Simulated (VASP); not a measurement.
Runs of VASP 6.6.1 on HgSb. The structure is that of space group Pm-3m (No. 221), or close to it. The cells are those of the table. 

| task | cell | cutoff (eV) | smearing | gap on the mesh (eV) | pressure (GPa) | relaxed volume (Å³/atom) |
| --- | --- | --- | --- | --- | --- | --- |
| relaxation of cell and atoms | relaxed from a = 3.752 Å, 2 atoms | 600 | gaussian 0.1 eV | none | 0.0 | (a) |
| single point | a = 3.750 Å, 2 atoms | 520 | fermi-dirac 0.15 eV | none | 0.0 | - |
| single point | a = 3.746 Å, 2 atoms | 520 | gaussian 0.1 eV | none | 0.0 | - |
| relaxation of cell and atoms | relaxed from a = 3.746 Å, 2 atoms | 600 | fermi-dirac 0.15 eV | none | 0.0 | 26.37 |

Alike in all rows: level PBE; potentials or basis VASP PAW PBE potentials, release 64 (Hg, Sb); no spin polarisation; k mesh 12 × 12 × 12.

Problem. Estimate the missing entries.

Solution. (a) 26.31.

Caveats: spin-orbit coupling is left out, which moves the levels of the heavy elements.

A k mesh can miss the band edges, and the runs leave out spin-orbit coupling on Hg, Sb.

A gap of «none» marks levels without a gap at the run's occupations.
